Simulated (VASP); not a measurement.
# HfN in VASP: further runs

HfN is run at these levels: PBE; tasks: electric field gradients.

All numbers are computed with VASP 6.6.1; they aren't measurements. Logs are shortened: lines on timing, memory, paths and dates and some standing lists are left out, and cuts for length are marked.

## 1. The cell of the first run

Symmetry: I4/mmm, No. 139, tetragonal system. The conventional cell has a = 3.206 Å, b = 3.206 Å, c = 4.467 Å, α = 90.00°, β = 90.00°, γ = 90.00°. Within 3.0 Å of Hf (site symmetry 4/mmm) lie 6 N at 2.23 to 2.27 Å. N (site symmetry 4/mmm) has 6 Hf at 2.23 to 2.27 Å within 3.0 Å.

## 2. Electric field gradients, PBE (z stretched by -1 % at fixed volume)

INCAR

```
PREC     = Accurate       # precision mode
ENCUT    = 520            # plane-wave cutoff, eV
EDIFF    = 1E-8           # SCF threshold, eV
ISMEAR   = -1             # smearing method
SIGMA    = 0.05           # smearing width, eV
LREAL    = False          # projectors in reciprocal space
LASPH    = True           # aspherical terms in the spheres
NELM     = 80             # most SCF steps
ALGO     = Normal         # electronic algorithm
ISIF     = 2              # what is computed and relaxed
LWAVE    = False          # write WAVECAR
LCHARG   = False          # write CHGCAR
GGA      = PE             # functional
LEFG     = True         
NBANDS   = 14             # bands
```

KPOINTS

```
regular mesh
0
Gamma
  16 16 16
```

POSCAR

```
HfN
1.0
    0.0000000000      2.2672247310      2.2333015231
    2.2672247310      0.0000000000      2.2333015231
    2.2672247310      2.2672247310      0.0000000000
Hf N
1 1
Direct
    0.0000000000      0.0000000000      0.0000000000
    0.5000000000      0.5000000000      0.5000000000
```

Potentials or basis: VASP PAW PBE potentials, release 64 (Hf_pv, N).

Launch:

```sh
> cat potpaw_PBE.64/Hf_pv/POTCAR potpaw_PBE.64/N/POTCAR > POTCAR
> mpirun -np 1 vasp_std > vasp.out
```

OUTCAR:

```text
PREC = Accurate
   ENCUT = 520
   EDIFF = 1E-8
   ISMEAR = -1
   LREAL = False
   LASPH = True
   NELM = 80
   ISIF = 2
   GGA = PE

 ion  position               nearest neighbor table
   1  0.000  0.000  0.000-   2 2.23   2 2.23   2 2.27   2 2.27   2 2.27   2 2.27
   2  0.500  0.500  0.500-   1 2.23   1 2.23   1 2.27   1 2.27   1 2.27   1 2.27

  LATTYP: Found a body centered tetragonal cell.
 ALAT       =     3.2063399635
 C/A-ratio  =     1.3930534806

  Lattice vectors:

 A1 = (   0.0000000000,  -2.2672247310,  -2.2333015231)
 A2 = (   0.0000000000,   2.2672247310,  -2.2333015231)
 A3 = (   2.2672247310,   0.0000000000,   2.2333015231)

Analysis of symmetry for initial positions (statically):
=====================================================================
 Subroutine PRICEL returns:
 Original cell was already a primitive cell.

 Routine SETGRP: Setting up the symmetry group for a
 body centered tetragonal supercell.

 Subroutine GETGRP returns: Found 16 space group operations
 (whereof 16 operations were pure point group operations)
 out of a pool of 16 trial point group operations.

The static configuration has the point symmetry D_4h.

Analysis of symmetry for dynamics (positions and initial velocities):
=====================================================================
 Subroutine PRICEL returns:
 Original cell was already a primitive cell.

 Routine SETGRP: Setting up the symmetry group for a
 body centered tetragonal supercell.

 Subroutine GETGRP returns: Found 16 space group operations
 (whereof 16 operations were pure point group operations)
 out of a pool of 16 trial point group operations.

The dynamic configuration has the point symmetry D_4h.

 Subroutine INISYM returns: Found 16 space group operations
 (whereof 16 operations are pure point group operations),
 and found     1 'primitive' translations

----------------------------------------------------------------------------------------

                                     Primitive cell

  volume of cell :      22.9597

  direct lattice vectors                    reciprocal lattice vectors
     0.000000000  2.267224731  2.233301523    -0.220533939  0.220533939  0.223883786
     2.267224731  0.000000000  2.233301523     0.220533939 -0.220533939  0.223883786
     2.267224731  2.267224731  0.000000000     0.220533939  0.220533939 -0.223883786

  length of vectors
     3.182443035  3.182443035  3.206339964     0.383919765  0.383919765  0.383919765

  position of ions in fractional coordinates (direct lattice)
     0.000000000  0.000000000  0.000000000
     0.500000000  0.500000000  0.500000000

  ion indices of the primitive-cell ions
   primitive index   ion index
                 1           1
                 2           2

----------------------------------------------------------------------------------------

 KPOINTS: regular mesh

Automatic generation of k-mesh.
 Grid dimensions read from file:
 generate k-points for:   16   16   16

 Generating k-lattice:

  Cartesian coordinates                     Fractional coordinates (reciprocal lattice)
    -0.013783371  0.013783371  0.013992737     0.062500000  0.000000000  0.000000000
     0.013783371 -0.013783371  0.013992737     0.000000000  0.062500000  0.000000000
     0.013783371  0.013783371 -0.013992737     0.000000000  0.000000000  0.062500000

  Length of vectors
     0.023994985  0.023994985  0.023994985

  Shift w.r.t. Gamma in fractional coordinates (k-lattice)
     0.000000000  0.000000000  0.000000000

 Subroutine IBZKPT returns following result:
 ===========================================

 Found    349 irreducible k-points:

 Following reciprocal coordinates:
            Coordinates               Weight
  0.000000  0.000000  0.000000      1.000000
  0.062500 -0.000000  0.000000      8.000000
  0.125000 -0.000000  0.000000      8.000000
  0.187500 -0.000000  0.000000      8.000000
  0.250000 -0.000000  0.000000      8.000000
  0.312500 -0.000000  0.000000      8.000000
[... 16 lines left out ...]
 -0.125000  0.062500  0.000000      8.000000
 -0.062500  0.062500  0.000000      4.000000
 [... further k-points ...]
   k-points           NKPTS =    349   k-points in BZ     NKDIM =    349   number of bands    NBANDS=     14
   number of dos      NEDOS =    301   number of ions     NIONS =      2
   total plane-waves  NPLWV =  13824
   dimension x,y,z NGX =    24 NGY =   24 NGZ =   24
   dimension x,y,z NGXF=    48 NGYF=   48 NGZF=   48
   ions per type =               1   1
   NGX,Y,Z   is equivalent  to a cutoff of  12.54, 12.54, 12.44 a.u.
   NGXF,Y,Z  is equivalent  to a cutoff of  25.07, 25.07, 24.89 a.u.
 SYSTEM =  unknown system
   PREC   = accura    normal or accurate (medium, high low for compatibility)
   ISTART =      0    job   : 0-new  1-cont  2-samecut
   ICHARG =      2    charge: 1-file 2-atom 10-const
   ISPIN  =      1    spin polarized calculation?
   LNONCOLLINEAR =      F non collinear calculations
   LSORBIT =      F    spin-orbit coupling
   LASPH  =      T    aspherical Exc in radial PAW
   ENCUT  =  520.0 eV  38.22 Ry    6.18 a.u.   5.92  5.92  5.96*2*pi/ulx,y,z
   NELM   =     80;   NELMIN=  2; NELMDL= -5     # of ELM steps
   EDIFF  = 0.1E-07   stopping-criterion for ELM
   LREAL  =      F    real-space projection
   EDIFFG = 0.1E-06   stopping-criterion for IOM
   NSW    =      0    number of steps for IOM
   IBRION =     -1    ionic relax: 0-MD 1-quasi-New 2-CG
   NFREE  =      0    steps in history (QN), initial steepest desc. (CG)
   ISIF   =      2    stress and relaxation
   ISYM   =      2    0-nonsym 1-usesym 2-fastsym
   POTIM  = 0.5000    time-step for ionic-motion
   TEBEG  =    0.0;   TEEND  =   0.0 temperature during run
   PSTRESS=    0.0 pullay stress
   NELECT =      15.0000    total number of electrons
   NUPDOWN=      -1.0000    fix difference up-down
   EMIN   =  10.00;   EMAX   =-10.00  energy-range for DOS
   EFERMI =   0.00;   METHOD = LEGACY
   ISMEAR =    -1;   SIGMA  =   0.05  broadening in eV -4-tet -1-fermi 0-gaus
   EFERMI_NEDOS =   21; number of points for ismear=-14 and -15
   IALGO  =     38    algorithm
   IMIX   =      4    mixing-type and parameters
     AMIX     =   0.40;   BMIX     =  1.00
     AMIX_MAG =   1.60;   BMIX_MAG =  1.00
  volume/ion in A,a.u.               =      11.48        77.47
  Fermi-wavevector in a.u.,A,eV,Ry     =   1.420528  2.684408 27.455188  2.017899
  Thomas-Fermi vector in A             =   2.541434
   LORBIT       =      0    0 simple, 1 ext, 2 COOP (PROOUT), +10 PAW based schemes
   GGA     = PE    functional components
   LHFCALC =     F    Hartree Fock is set to
   AEXX    =    0.0000 exact exchange contribution
   IVDW    =     0    specifies the selected vdW correction
   LEPSILON=     F    determine dielectric tensor
   LRPA    =     F    only Hartree local field effects (RPA)
 non-spin polarized calculation
  energy-cutoff  :      520.00
  volume of cell :       22.96
 maximum number of plane-waves:       636
   NGX = 11   NGY = 11   NGZ = 11

 number of electron      15.0000000 magnetization

 Free energy of the ion-electron system (eV)
  ---------------------------------------------------
  ext. energy  EPLUGINS =         0.00000000
  ---------------------------------------------------
  free energy    TOTEN  =       -21.75054269 eV

  energy without entropy =      -21.74581729  energy(sigma->0) =      -21.74817999

 E-fermi :   8.4300     XC(G=0): -12.7539

 val. band max:        8.4173168828   @ k =  -0.4375   0.1875   0.3750
 cond. band min:       8.4404750375   @ k =  -0.1250   0.0000   0.0625
 fundamental gap:      0.0231581547
 Fermi energy:         8.4300063071

 k-point     1 :       0.0000    0.0000    0.0000
  band No.  band energies     occupation
      1     -22.7184      2.00000
      2     -22.7184      2.00000
      3     -22.7015      2.00000
      4      -9.1139      2.00000
      5       5.3635      2.00000
      6       5.3635      2.00000
      7       5.4403      2.00000
      8       8.0196      1.99946
      9       8.0196      1.99946
     10       8.1872      1.98455
     11      10.0750      0.00000
     12      10.2883      0.00000
     13      10.7045      0.00000
     14      17.9997      0.00000
[... 375 lines left out ...]
 k-point    24 :      -0.0625    0.0625    0.0000
  band No.  band energies     occupation
      1     -22.8125      2.00000
      2     -22.7265      2.00000
      3     -22.7214      2.00000
      4      -8.8831      2.00000
      5       4.3525      2.00000
      6       4.7086      2.00000
      7       5.0961      2.00000
      8       8.1859      1.98495
      9       8.1937      1.98243
     10       8.7766      0.00195
     11      10.8478      0.00000
     12      11.0787      0.00000
     13      11.3130      0.00000
     14      18.7875      0.00000

 [... further k-points ...]
[... 5 lines left out ...]
  --------------------------------------------------------------------------------------
  -------------------------------------------------------------------------------------
  Total        0.2423070      0.2423070      1.3904440      0.0000000     -0.0000000      0.0000000
  in kB       16.9086957     16.9086957     97.0281109      0.0000000     -0.0000000      0.0000000
  external PRESSURE =      43.6151675 kB  Pullay stress =       0.0000000 kB

 VOLUME and BASIS-vectors are now :
 -----------------------------------------------------------------------------
  energy-cutoff  :      520.00
  volume of cell :       22.96
      direct lattice vectors                 reciprocal lattice vectors
     0.000000000  2.267224731  2.233301523    -0.220533939  0.220533939  0.223883786
     2.267224731  0.000000000  2.233301523     0.220533939 -0.220533939  0.223883786
     2.267224731  2.267224731  0.000000000     0.220533939  0.220533939 -0.223883786

 POSITION                                       TOTAL-FORCE (eV/Angst)
 -----------------------------------------------------------------------------------
      0.00000      0.00000      0.00000         0.000000     -0.000000      0.000000
      2.26722      2.26722      2.23330        -0.000000      0.000000      0.000000
 -----------------------------------------------------------------------------------
    total drift:                                0.000000     -0.000000     -0.000000

  FREE ENERGIE OF THE ION-ELECTRON SYSTEM (eV)
  ---------------------------------------------------
  free  energy   TOTEN  =       -21.7505426868 eV

  energy  without entropy=      -21.7458172879  energy(sigma->0) =      -21.74817999

 Electric field gradients (V/A^2)
---------------------------------------------------------------------
 ion       V_xx      V_yy      V_zz      V_xy      V_xz      V_yz
---------------------------------------------------------------------
   1      28.981    28.981   -57.963    -0.000    -0.001    -0.001
   2       2.739     2.739    -5.477     0.001     0.001     0.001
---------------------------------------------------------------------

 Electric field gradients after diagonalization (V/A^2)
 (convention: |V_zz| > |V_xx| > |V_yy|)
----------------------------------------------------------------------
 ion       V_xx      V_yy      V_zz     asymmetry (V_yy - V_xx)/ V_zz
----------------------------------------------------------------------
   1      28.982    28.981   -57.963       0.000
   2       2.739     2.738    -5.477       0.000
----------------------------------------------------------------------

           NMR quadrupolar parameters

 Cq : quadrupolar parameter    Cq=e*Q*V_zz/h
 eta: asymmetry parameters     (V_yy - V_xx)/ V_zz
 Q  : nuclear electric quadrupole moment in mb (millibarn)
----------------------------------------------------------------------
 ion       Cq(MHz)       eta       Q (mb)
----------------------------------------------------------------------
   1      -0.140       0.000       1.000
   2      -0.013       0.000       1.000
----------------------------------------------------------------------
```

Wall time 33 s (1 thread of Intel Xeon 6975P-C (Granite Rapids), shared host); peak memory 0.23 GiB.

Results:

```yaml
Free_energy: -21.7505 eV
Pressure: 4.4 GPa
Band_gap_on_the_k_mesh: zero (an odd number of electrons rules out a gap without spin polarisation)
Largest_electric_field_gradient_by_atom: Hf -58.0; N -5.5 V/Å²
```

Stress tensor (GPa, compression positive):
```
1.69 0.00 0.00
0.00 1.69 0.00
0.00 0.00 9.70
```

Electric field gradients, principal values (V/Å²):
| atom | least | middle | greatest (by size) |
| --- | --- | --- | --- |
| 1 Hf | 28.981 | 28.982 | -57.963 |
| 2 N | 2.738 | 2.739 | -5.477 |

Caveat: the stress differs along the axes, from 2 to 10 GPa; without QUAD_EFG the Cq values of the log hold for a quadrupole moment of 1 mb, not for the nuclei; spin-orbit coupling is left out, which moves the levels of the heavy elements.

(Part 1 of 2 ends here.)

The gap in the log of VASP goes by the Fermi energy; the results here count the filled bands.